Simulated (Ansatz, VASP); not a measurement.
One calculation of Mg, two programs

```
Mg
1.0
     3.15213    0.00000    0.00000
    -1.57606    2.72982    0.00000
     0.00000    0.00000    5.11783
Mg
2
Cartesian
  0.0000 1.8199 1.2795
  1.5761 0.9099 3.8384
```

Alike in both runs: task single point; functional PBE; k mesh 19 × 19 × 10; occupations fermi-dirac, width 0.1 eV; no spin polarisation.

```csv
,VASP,Ansatz
version,VASP 6.6.1,Ansatz 0.2.0
potentials or method,"VASP PAW PBE potentials, release 64 (Mg), cutoff 520 eV","plane waves (420 eV) with PAW, scalar-relativistic"
valence electrons in the cell,4,20
```

|  | VASP | Ansatz | Ansatz less VASP |
| --- | --- | --- | --- |
| pressure (GPa) | 1.5 | 1.7 | +0.13 |

The functional is the same, so the differences come from potentials, cutoffs and numerics. VASP's potentials hold 4 valence electrons a cell and Ansatz's 20, so a difference there can come from the potentials and not from the codes.
